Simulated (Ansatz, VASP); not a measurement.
**One calculation of Hg, two programs**

```
CELL_PARAMETERS angstrom
-1.56341 1.56341 1.56341
1.56341 -1.56341 1.56341
1.56341 1.56341 -1.56341
ATOMIC_POSITIONS crystal
Hg 0.00000 0.00000 0.00000
```

Change from the starting cell: volume scaled by 0.68, PAW files.

Alike in both runs: task single point; functional LDA; k mesh 15 × 15 × 15; occupations fermi-dirac, width 0.1 eV; no spin polarisation.

|  | VASP | Ansatz |
| --- | --- | --- |
| version | VASP 6.6.1 | Ansatz 0.2.0 |
| potentials or method | VASP PAW LDA potentials, release 64 (Hg_sv_GW) | PAW with Ansatz's default frozen-core files, scalar-relativistic |
| plane-wave cutoff (eV) | 550 | 420 |
| valence electrons in the cell | 20 | 20 |

VASP gave:

| Item | Value |
| --- | --- |
| pressure (GPa) | 69.7 |

Task: Which values does Ansatz return?

Result: Pressure (GPa): 68.8.

LDA's correlation is that of Perdew and Zunger in VASP and of Perdew and Wang (1992) in Ansatz. Both programs put the cell under a high pressure, so it lies far from rest at this level.

Neither program's run includes spin-orbit coupling. Noted on VASP's run: the cell as given lies far from equilibrium.
